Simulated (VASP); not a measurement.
A run of VASP 6.6.1 is set up as follows.

Contents of POSCAR:

```
C
1.0
    2.4560950215      0.0000000000      0.0000000000
   -1.2280475108      2.1270406828      0.0000000000
    0.0000000000      0.0000000000     48.4559214274
C
8
Direct
    0.0000000000      0.0000000000      0.2862859720
    0.0000000000      0.0000000000      0.7862859720
    0.0000000000      0.0000000000      0.2137140280
    0.0000000000      0.0000000000      0.7137140280
    0.3333333333      0.6666666667      0.2137102128
    0.3333333333      0.6666666667      0.7137102128
    0.6666666667      0.3333333333      0.2862897872
    0.6666666667      0.3333333333      0.7862897872
```

Contents of INCAR.step1:

```
PREC     = Accurate       # precision mode
ENCUT    = 520            # plane-wave cutoff, eV
ISMEAR   = 0              # smearing method
SIGMA    = 0.15           # smearing width, eV
LREAL    = False          # projectors in reciprocal space
LASPH    = True           # aspherical terms in the spheres
NELM     = 60             # most SCF steps
NBANDS   = 26             # bands
GGA      = PE             # functional
ALGO     = Normal         # electronic algorithm
EDIFF    = 1E-4           # SCF threshold, eV
LWAVE    = True           # write WAVECAR
LCHARG   = False          # write CHGCAR
```

Contents of INCAR.step2:

```
PREC     = Accurate       # precision mode
ENCUT    = 520            # plane-wave cutoff, eV
EDIFF    = 1E-6           # SCF threshold, eV
ISMEAR   = 0              # smearing method
SIGMA    = 0.15           # smearing width, eV
LREAL    = False          # projectors in reciprocal space
LASPH    = True           # aspherical terms in the spheres
NELM     = 60             # most SCF steps
ALGO     = Normal         # electronic algorithm
ISIF     = 2              # what is computed and relaxed
LWAVE    = False          # write WAVECAR
LCHARG   = False          # write CHGCAR
METAGGA  = R2SCAN         # meta-GGA
LMIXTAU  = True         
NBANDS   = 26             # bands
ISTART   = 1
```

KPOINTS

```
Automatic mesh
0
Gamma
  18 18 1
```

Potentials or basis: VASP PAW PBE potentials, release 64 (C).

Launch:

```bash
$ cat potpaw_PBE.64/C/POTCAR > POTCAR
$ cp INCAR.step1 INCAR
$ mpirun -np 1 vasp_std > vasp.out
$ cp INCAR.step2 INCAR
$ mpirun -np 1 vasp_std > vasp.out
```

**Question.** What does it give for the band gap on the k mesh?

**Answer.** Zero (filled and empty bands touch).
